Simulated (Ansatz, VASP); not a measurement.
## One calculation of Ni2Pt3, two programs

```
Ni Pt
1.0
     2.69293    0.00000    0.00000
    -1.34647    2.33215    0.00000
     0.00000    0.00000   21.78224
Ni Pt
4 6
Direct
  0.33333 0.66667 0.00000
  0.66667 0.33333 0.30000
  0.66667 0.33333 0.50000
  0.66667 0.33333 0.70000
  0.33333 0.66667 0.20000
  0.33333 0.66667 0.40000
  0.33333 0.66667 0.60000
  0.33333 0.66667 0.80000
  0.66667 0.33333 0.10000
  0.66667 0.33333 0.90000
```

Alike in both runs: task single point; functional PBE; k mesh 6 × 6 × 1; occupations gaussian, width 0.1 eV; collinear spin.

```csv
,VASP,Ansatz
version,VASP 6.6.1,Ansatz 0.2.0
potentials or method,"VASP PAW PBE potentials, release 64 (Ni, Pt), cutoff 520 eV","scalar-relativistic, plane waves, PAW"
valence electrons in the cell,100,180
```

```tsv
	VASP	Ansatz	Ansatz less VASP
gap on the k mesh at the Fermi level (eV)	none	none	-
pressure (GPa)	8.5	9.0	+0.44
traceless stress, the component that is largest in VASP (GPa)	0.07	0.02	-0.056
rms of the force components (eV/Å)	0.925	0.934	+0.0098
net moment per atom (μB)	0.44	0.44	+0.005
size of the moment on the site where the two differ most (μB)	0.82	0.85	+0.028
```

Site moments also hang on the region over which each program counts them. Atom by atom the forces differ by 0.010 eV/Å (rms over components). A gap of «none» marks a metal or a gap that the smearing closes. With one functional, cell and mesh, what is left measures potentials, basis and numerics. VASP's potentials hold 100 valence electrons a cell and Ansatz's 180, so a difference there can come from the potentials and not from the codes.

The k mesh is coarse, so the values compare programs but aren't converged. Neither program's run includes spin-orbit coupling.
